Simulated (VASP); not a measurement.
## SrTiO3: single point with LDA

The system is SrTiO3.

```
Sr Ti O
1.0
     3.77217    0.00000    0.00000
     0.00000    3.77217    0.00000
     0.00000    0.00000    3.77217
Sr Ti O
1 1 3
Direct
  0.50000 0.50000 0.50000
  0.00000 0.00000 0.00000
  0.50000 0.00000 0.00000
  0.00000 0.50000 0.00000
  0.00000 0.00000 0.50000
```

```json
{
  "Program": "VASP 6.6.1",
  "Task": "single point",
  "Functional": "LDA",
  "Potentials or basis": "VASP PAW LDA potentials, release 64 (Sr_sv, Ti_sv, O)",
  "Cutoff": "520 eV",
  "k mesh": "6 × 6 × 6",
  "Occupations": "gaussian, width 0.01 eV",
  "Spin": "no spin polarisation",
  "Dipole correction": "no",
  "Further INCAR settings": "ALGO = Normal; EDIFF = 1e-07; NBANDS = 28"
}
```

```yaml
Pressure: 16.4 GPa
Band_gap_on_the_k_mesh: 1.91 eV, indirect (least direct gap 2.19 eV)
```

Levels at points of the mesh, in eV from the valence-band top:
```csv
k point,band 16,band 17,band 18,band 19,band 20,band 21,band 22,band 23,band 24,band 25
"(0.00, 0.00, 0.00)",-1.38,-1.38,-0.28,-0.28,-0.28,1.91,1.91,1.91,4.97,4.97
"(0.50, 0.00, 0.00)",-2.67,-2.67,-2.40,-0.70,-0.70,2.15,4.29,4.29,5.16,7.55
"(0.50, 0.50, 0.00)",-3.35,-1.68,-1.68,-1.62,-0.12,4.31,4.31,4.78,6.30,8.34
"(0.50, 0.50, 0.50)",-4.06,-4.06,0.00,0.00,0.00,5.11,5.11,5.11,7.27,7.27
```

Run time: 42 s on 1 thread of Intel Xeon 8259CL, with other jobs on the host, peak memory 0.16 GiB.

A k mesh can miss the band edges.
